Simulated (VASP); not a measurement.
Wanted: the native input for a VASP 6.6.1 run.

```yaml
Task: single point
Functional: LDA
Potentials_or_basis: VASP PAW LDA potentials, release 64 (Cd, S)
Cutoff: 520 eV
k_mesh: 6 × 6 × 4
Occupations: gaussian, width 0.01 eV
Spin: no spin polarisation
Dipole_correction: no
Further_INCAR_settings: ALGO = Normal; EDIFF = 1e-06; NBANDS = 26
```

The structure of CdS lies in POSCAR:

```
CdS
1.0
    4.1500000000      0.0000000000      0.0000000000
   -2.0750000000      3.5940054300      0.0000000000
    0.0000000000      0.0000000000      6.7370000000
Cd S
2 2
Direct
    0.3333333300      0.6666666700      0.0000000000
    0.6666666700      0.3333333300      0.5000000000
    0.3333333300      0.6666666700      0.3750000000
    0.6666666700      0.3333333300      0.8750000000
```

These files were run (other wordings do the same):

INCAR

```
ALGO = Normal
EDIFF = 1E-6
ENCUT = 520
ISIF = 2
ISMEAR = 0
LASPH = T
LCHARG = T
LELF = T
LREAL = F
LVHAR = T
LWAVE = F
NBANDS = 26
NELM = 60
PREC = Accurate
SIGMA = 0.01
```

KPOINTS

```
k-points
0
Gamma
  6 6 4
```

Potentials or basis: VASP PAW LDA potentials, release 64 (Cd, S).

Launch:

```console
$ cat potpaw_LDA.64/Cd/POTCAR potpaw_LDA.64/S/POTCAR > POTCAR
$ mpirun -np 1 vasp_std > vasp.out
```

It gave:

```yaml
Pressure: -2.6 GPa
Largest_force: 0.063 eV/Å
Band_gap_on_the_k_mesh: 0.94 eV
```

Wall time 51 s on 1 thread of Intel Xeon 8259CL, with other jobs on the host, peak memory 0.2 GiB.
